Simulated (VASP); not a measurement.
A run of VASP 6.6.1 is set up as follows.

The input INCAR:

```
SYSTEM = TaN
PREC = Accurate
ENCUT = 520
EDIFF = 1E-6
ISMEAR = -1
SIGMA = 0.05
LREAL = .False.
LASPH = .True.
NELM = 80
ALGO = Normal
ISIF = 2
LWAVE = .False.
LCHARG = .False.
GGA = B5
ALDAX = 1.0
AGGAX = 1.0
AGGAC = 1.0
ALDAC = 0.0
IVDW = 12
VDW_S6 = 1.0
VDW_S8 = 2.6996
VDW_A1 = 0.4298
VDW_A2 = 4.2359
NBANDS = 15
```

KPOINTS

```
Automatic mesh
0
Gamma
  10 10 10
  0 0 0
```

Contents of POSCAR:

```
TaN
1.0
    0.0000000000      2.1961671977      2.1961671977
    2.1961671977      0.0000000000      2.1961671977
    2.1961671977      2.1961671977      0.0000000000
Ta N
1 1
Direct
    0.5000000000      0.5000000000      0.5000000000
    0.0000000000      0.0000000000      0.0000000000
```

Potentials or basis: VASP PAW PBE potentials, release 64 (Ta_pv, N).

Run with:

```sh
$ cat potpaw_PBE.64/Ta_pv/POTCAR potpaw_PBE.64/N/POTCAR > POTCAR
$ mpirun -np 1 vasp_std > vasp.out
```

**Question.** Predict the band gap on the k mesh.

**Answer.** Zero (band 8 reaches 11.92 eV, above the bottom of band 9 at 8.00 eV).

**Question.** Predict the pressure.

**Answer.** 2.2 GPa.

**Question.** Estimate the dispersion energy per atom.

**Answer.** -1.106 eV.

Caveat: the PAW data sets were made with another functional, which shifts forces and pressure a little; spin-orbit coupling is left out, which moves the levels of the heavy elements; pairwise dispersion overbinds metals, which lowers pressure and volume.
